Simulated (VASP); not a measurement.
## WS2: single point with PBE

The system is WS2.

```
CELL_PARAMETERS angstrom
3.15131 0.00000 0.00000
1.53001 2.75670 0.00000
0.34809 0.46604 14.43326
ATOMIC_POSITIONS crystal
W 0.59846 0.06643 0.75286
W 0.40154 0.93357 0.24714
S 0.93616 0.41959 0.64355
S 0.07012 0.61742 0.13784
S 0.06384 0.58041 0.35645
S 0.92988 0.38258 0.86216
```

```yaml
Program: VASP 6.6.1
Task: single point
Functional: PBE
Potentials_or_basis: VASP PAW PBE potentials, release 64 (W_sv, S)
Cutoff: 520 eV
k_mesh: 6 × 6 × 2
Occupations: gaussian, width 0.1 eV
Spin: no spin polarisation
Dipole_correction: no
Further_INCAR_settings: ALGO = Normal; EDIFF = 1e-06; NBANDS = 35
```

```yaml
Pressure: 1.2 GPa
Largest_force: 0.013 eV/Å
Band_gap_on_the_k_mesh: 1.65 eV, indirect (least direct gap 1.89 eV)
```

Forces on the atoms (eV/Å):
```
W    0.008  0.004  0.000
W   -0.008 -0.004  0.000
S   -0.008 -0.004 -0.009
S    0.005  0.003 -0.007
S    0.008  0.004  0.009
S   -0.005 -0.003  0.007
```

Stress tensor (GPa, compression positive):
```
2.50 1.36 0.01
1.36 0.89 0.01
0.01 0.01 0.27
```

Levels at points of the mesh, in eV from the valence-band top:
```tsv
k point	band 23	band 24	band 25	band 26	band 27	band 28	band 29	band 30
(0.00, 0.00, 0.00)	-1.65	-1.65	-0.54	0.00	2.70	2.70	2.78	2.79
(0.50, 0.00, 0.00)	-1.33	-1.32	-1.22	-1.07	2.73	2.73	3.14	3.24
(0.00, 0.50, 0.00)	-1.32	-1.32	-1.22	-1.07	2.73	2.73	3.15	3.23
(0.50, 0.50, 0.00)	-1.53	-1.51	-1.05	-1.04	2.79	2.80	3.14	3.24
(0.00, 0.00, 0.50)	-1.65	-1.65	-0.24	-0.20	2.70	2.71	2.78	2.79
(0.50, 0.00, 0.50)	-1.33	-1.32	-1.14	-1.13	2.72	2.73	3.18	3.19
(0.00, 0.50, 0.50)	-1.32	-1.32	-1.14	-1.13	2.73	2.73	3.17	3.19
(0.50, 0.50, 0.50)	-1.52	-1.52	-1.07	-1.03	2.79	2.80	3.18	3.20
```

Run time: 75 s on 1 thread of Intel(R) Xeon(R) 6975P-C (Granite Rapids), on a shared host, peak memory 0.31 GiB.

Caveat: spin-orbit coupling is left out, which moves the levels of the heavy elements. A k mesh can miss the band edges.
